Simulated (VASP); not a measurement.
# Si3Bi2Te2 (R3m) in VASP: single point with PBE

Aim: the single point of Si3Bi2Te2 with PBE.

All numbers are computed with VASP 6.6.1; they aren't measurements. Logs are shortened: lines on timing, memory, paths and dates and some standing lists are left out, and cuts for length are marked.

### 1 The cell of the first run

The structure is trigonal, space group R3m (No. 160). The conventional cell has a = 6.364 Å, b = 6.364 Å, c = 16.062 Å, α = 90.00°, β = 90.00°, γ = 120.00°. Within 3.3 Å of Si (site symmetry m) lie 2 Si at 2.49 Å and 3 Te at 2.79 to 3.22 Å and 2 Bi at 2.84 to 3.04 Å. Within 4.0 Å of Bi (site symmetry 3m) lie 6 Si at 2.84 to 3.88 Å and 6 Te at 3.73 to 3.95 Å and 4 Bi at 3.81 to 3.99 Å. Bi (site symmetry 3m) has 4 Te at 2.99 to 3.78 Å and 3 Si at 3.04 Å and 4 Bi at 3.81 to 3.99 Å within 4.0 Å. Within 3.8 Å of Te (site symmetry 3m) lie 3 Si at 2.79 Å and 1 Te at 3.27 Å and 6 Bi at 3.73 to 3.78 Å. Te (site symmetry 3m) has 4 Bi at 2.99 to 3.95 Å and 6 Si at 3.22 Å and 1 Te at 3.27 Å within 4.0 Å.

The cell was built from a structure type or drawn by symmetry, and may not be a known phase.

### 2 Single point, PBE

The input, INCAR:

```
SYSTEM = Si3Bi2Te2
PREC     = Accurate       ! precision mode
ENCUT    = 500            ! plane-wave cutoff, eV
EDIFF    = 1E-6           ! SCF threshold, eV
ISMEAR   = 0              ! smearing method
SIGMA    = 0.2            ! smearing width, eV
LREAL    = .FALSE.        ! projectors in reciprocal space
LASPH    = .TRUE.         ! aspherical terms in the spheres
NELM     = 120            ! most SCF steps
ALGO     = Normal         ! electronic algorithm
ISIF     = 2              ! what is computed and relaxed
LWAVE    = .FALSE.        ! write WAVECAR
LCHARG   = .TRUE.         ! write CHGCAR
GGA      = PE             ! functional
LELF     = .TRUE.         ! ELF
LVHAR    = .TRUE.       
NBANDS   = 36             ! bands
GGA_COMPAT= .FALSE.
```

The input, KPOINTS:

```
regular mesh
0
G
  3 3 3
  0 0 0
```

The input, POSCAR:

```
Si3Bi2Te2
1.0
    3.1818163491      1.8370225240      5.3538647255
   -3.1818163491      1.8370225240      5.3538647255
    0.0000000000     -3.6740450529      5.3538647238
Si Bi Te
3 2 2
Direct
    0.7052006924      0.0961096283      0.7052006924
    0.7052006924      0.7052006924      0.0961096283
    0.0961096283      0.7052006924      0.7052006924
    0.6108986605      0.6108986605      0.6108986605
    0.3738319987      0.3738319987      0.3738319987
    0.9842674993      0.9842674993      0.9842674993
    0.1878732583      0.1878732583      0.1878732583
```

Potentials or basis: VASP PAW PBE potentials, release 64 (Si, Bi_d, Te).

The run is started by

```console
cat potpaw_PBE.64/Si/POTCAR potpaw_PBE.64/Bi_d/POTCAR potpaw_PBE.64/Te/POTCAR > POTCAR
mpirun -np 1 vasp_std > vasp.out
```

OUTCAR:

```text
SYSTEM = Si3Bi2Te2
   PREC = Accurate
   ENCUT = 500
   EDIFF = 1E-6
   ISMEAR = 0
   LREAL = .FALSE.
   LASPH = .TRUE.
   NELM = 120
   ISIF = 2
   GGA = PE

 ion  position               nearest neighbor table
   1  0.705  0.096  0.705-   2 2.49   3 2.49   6 2.79   4 2.84   5 3.04   7 3.22   7 3.22
   2  0.705  0.705  0.096-   1 2.49   3 2.49   6 2.79   4 2.84   5 3.04   7 3.22   7 3.22
   3  0.096  0.705  0.705-   2 2.49   1 2.49   6 2.79   4 2.84   5 3.04   7 3.22   7 3.22
   4  0.611  0.611  0.611-   2 2.84   1 2.84   3 2.84   6 3.73   6 3.73   6 3.73   5 3.81
   5  0.374  0.374  0.374-   7 2.99   2 3.04   3 3.04   1 3.04   6 3.78   6 3.78   6 3.78   4 3.81

   6  0.984  0.984  0.984-   2 2.79   1 2.79   3 2.79   7 3.27   4 3.73   4 3.73   4 3.73   5 3.78
                             5 3.78   5 3.78
   7  0.188  0.188  0.188-   5 2.99   3 3.22   1 3.22   3 3.22   1 3.22   2 3.22   2 3.22   6 3.27

  LATTYP: Found a trigonal (rhomboedric) cell.
 ALAT       =     6.4932637812
 COS(alpha) =     0.5197646537

  Lattice vectors:

 A1 = (   3.1818163491,   1.8370225240,   5.3538647255)
 A2 = (  -3.1818163491,   1.8370225240,   5.3538647255)
 A3 = (   0.0000000000,  -3.6740450529,   5.3538647238)

Analysis of symmetry for initial positions (statically):
=====================================================================
 Subroutine PRICEL returns:
 Original cell was already a primitive cell.

 Routine SETGRP: Setting up the symmetry group for a
 trigonal (rhombohedral) supercell.

 Subroutine GETGRP returns: Found  6 space group operations
 (whereof  6 operations were pure point group operations)
 out of a pool of 12 trial point group operations.

The static configuration has the point symmetry C_3v.

Analysis of symmetry for dynamics (positions and initial velocities):
=====================================================================
 Subroutine PRICEL returns:
 Original cell was already a primitive cell.

 Routine SETGRP: Setting up the symmetry group for a
 trigonal (rhombohedral) supercell.

 Subroutine GETGRP returns: Found  6 space group operations
 (whereof  6 operations were pure point group operations)
 out of a pool of 12 trial point group operations.

The dynamic configuration has the point symmetry C_3v.

 Subroutine INISYM returns: Found  6 space group operations
 (whereof  6 operations are pure point group operations),
[... 87 lines left out ...]
   EDIFF  = 0.1E-05   stopping-criterion for ELM
   LREAL  =      F    real-space projection
   EDIFFG = 0.1E-04   stopping-criterion for IOM
   NSW    =      0    number of steps for IOM
   IBRION =     -1    ionic relax: 0-MD 1-quasi-New 2-CG
   NFREE  =      0    steps in history (QN), initial steepest desc. (CG)
   ISIF   =      2    stress and relaxation
   ISYM   =      2    0-nonsym 1-usesym 2-fastsym
   POTIM  = 0.5000    time-step for ionic-motion
   TEBEG  =    0.0;   TEEND  =   0.0 temperature during run
   PSTRESS=    0.0 pullay stress
   NELECT =      54.0000    total number of electrons
   NUPDOWN=      -1.0000    fix difference up-down
   EMIN   =  10.00;   EMAX   =-10.00  energy-range for DOS
   EFERMI =   0.00;   METHOD = LEGACY
   ISMEAR =     0;   SIGMA  =   0.20  broadening in eV -4-tet -1-fermi 0-gaus
   EFERMI_NEDOS =   21; number of points for ismear=-14 and -15
   IALGO  =     38    algorithm
   IMIX   =      4    mixing-type and parameters
     AMIX     =   0.40;   BMIX     =  1.00
     AMIX_MAG =   1.60;   BMIX_MAG =  1.00
  volume/ion in A,a.u.               =      26.82       181.01
  Fermi-wavevector in a.u.,A,eV,Ry     =   1.080613  2.042062 15.887842  1.167723
  Thomas-Fermi vector in A             =   2.216608
   LORBIT       =      0    0 simple, 1 ext, 2 COOP (PROOUT), +10 PAW based schemes
   GGA     = PE    functional components
   LHFCALC =     F    Hartree Fock is set to
   AEXX    =    0.0000 exact exchange contribution
   IVDW    =     0    specifies the selected vdW correction
   LEPSILON=     F    determine dielectric tensor
   LRPA    =     F    only Hartree local field effects (RPA)
 non-spin polarized calculation
 Gauss-broadening in eV      SIGMA  =   0.20
  energy-cutoff  :      500.00
  volume of cell :      187.76
 maximum number of plane-waves:      4799
   NGX = 23   NGY = 23   NGZ = 23

 number of electron      53.9999999 magnetization

 Free energy of the ion-electron system (eV)
  ---------------------------------------------------
  ext. energy  EPLUGINS =         0.00000000
  ---------------------------------------------------
  free energy    TOTEN  =       -27.59196911 eV

  energy without entropy =      -27.52472016  energy(sigma->0) =      -27.55834463

 E-fermi :   6.7331     XC(G=0):  -9.7309

 val. band max:        6.5029010190   @ k =  -0.3333   0.3333   0.0000
 cond. band min:       6.8028521371   @ k =   0.3333   0.0000  -0.0000
 fundamental gap:      0.2999511181
 Fermi energy:         6.7330580933

 k-point     1 :       0.0000    0.0000    0.0000
  band No.  band energies     occupation
      1     -16.2439      2.00000
      2     -16.2210      2.00000
      3     -16.2210      2.00000
      4     -16.1829      2.00000
      5     -16.1829      2.00000
      6     -16.1285      2.00000
[... 223 lines left out ...]
     35       9.9974      0.00000
     36      10.0145      0.00000

------------------------ aborting loop because EDIFF is reached ----------------------------------------

  FORCE on cell =-STRESS in cart. coord.  units (eV):
  Direction    XX          YY          ZZ          XY          YZ          ZX
  --------------------------------------------------------------------------------------
  -------------------------------------------------------------------------------------
  Total       -0.0748970     -0.0748970      0.3681799     -0.0000000     -0.0000000     -0.0000000
  in kB       -0.6390968     -0.6390968      3.1416837     -0.0000000     -0.0000000     -0.0000000
  external PRESSURE =       0.6211634 kB  Pullay stress =       0.0000000 kB

 VOLUME and BASIS-vectors are now :
 -----------------------------------------------------------------------------
  energy-cutoff  :      500.00
  volume of cell :      187.76
      direct lattice vectors                 reciprocal lattice vectors
     3.181816349  1.837022524  5.353864726     0.157142948  0.090726523  0.062260320
    -3.181816349  1.837022524  5.353864726    -0.157142948  0.090726523  0.062260320
     0.000000000 -3.674045053  5.353864724     0.000000000 -0.181453046  0.062260320

 POSITION                                       TOTAL-FORCE (eV/Angst)
 -----------------------------------------------------------------------------------
      1.93802     -1.11891      8.06566         0.054899     -0.031696     -0.017466
      0.00000      2.23783      8.06566         0.000000      0.063392     -0.017466
     -1.93802     -1.11891      8.06566        -0.054899     -0.031696     -0.017466
      0.00000     -0.00000      9.81201         0.000000     -0.000000      0.032627
      0.00000     -0.00000      6.00434         0.000000      0.000000     -0.011276
      0.00000     -0.00000     15.80891         0.000000     -0.000000      0.084715
      0.00000     -0.00000      3.01754         0.000000      0.000000     -0.053670
 -----------------------------------------------------------------------------------
    total drift:                                0.000000      0.000000      0.000668

  FREE ENERGIE OF THE ION-ELECTRON SYSTEM (eV)
  ---------------------------------------------------
  free  energy   TOTEN  =       -27.5919691087 eV

  energy  without entropy=      -27.5247201556  energy(sigma->0) =      -27.55834463
```

OSZICAR:

```text
N       E                     dE             d eps       ncg     rms          rms(c)
DAV:   1     0.440919347064E+03    0.44092E+03   -0.23960E+04   432   0.141E+03
DAV:   2     0.186938529047E+02   -0.42223E+03   -0.41031E+03   460   0.356E+02
DAV:   3    -0.262452411572E+02   -0.44939E+02   -0.43768E+02   540   0.128E+02
DAV:   4    -0.281818913495E+02   -0.19367E+01   -0.19241E+01   544   0.279E+01
DAV:   5    -0.282676644320E+02   -0.85773E-01   -0.85727E-01   624   0.577E+00    0.999E+00
DAV:   6    -0.275814664628E+02    0.68620E+00   -0.18191E+00   516   0.617E+00    0.521E+00
DAV:   7    -0.275976155078E+02   -0.16149E-01   -0.46582E-01   552   0.272E+00    0.309E+00
DAV:   8    -0.275931207214E+02    0.44948E-02   -0.54735E-02   492   0.120E+00    0.902E-01
DAV:   9    -0.275920791905E+02    0.10415E-02   -0.13991E-02   476   0.530E-01    0.190E-01
DAV:  10    -0.275919601249E+02    0.11907E-03   -0.14932E-03   456   0.193E-01    0.135E-01
DAV:  11    -0.275919732763E+02   -0.13151E-04   -0.21080E-04   548   0.811E-02    0.444E-02
DAV:  12    -0.275919700258E+02    0.32505E-05   -0.17176E-05   568   0.247E-02    0.128E-02
DAV:  13    -0.275919691087E+02    0.91705E-06   -0.24356E-06   360   0.997E-03
   1 F= -.27591969E+02 E0= -.27558345E+02  d E =-.672490E-01
```

Wall time 52 s (1 thread of Intel Xeon Platinum 8488C (Sapphire Rapids), shared host); peak memory 0.33 GiB.

What came out:

| Property | Result |
| --- | --- |
| Free energy | -27.5920 eV |
| Pressure | 0.1 GPa |
| Largest force | 0.085 eV/Å |
| Band gap on the k mesh | zero (bands 27 and 28 overlap by 1.04 eV) |

Forces in eV/Å, atoms in the order of the input:
```
Si   0.055 -0.032 -0.017
Si   0.000  0.063 -0.017
Si  -0.055 -0.032 -0.017
Bi   0.000  0.000  0.033
Bi   0.000  0.000 -0.011
Te   0.000  0.000  0.085
Te   0.000  0.000 -0.054
```

Stress tensor (GPa, compression positive):
```
-0.06  0.00  0.00
 0.00 -0.06  0.00
 0.00  0.00  0.31
```

Caveat: the k points lie up to 0.40 Å⁻¹ apart, too coarse for converged energies and pressures of a metal; spin-orbit coupling is left out, which moves the levels of the heavy elements.
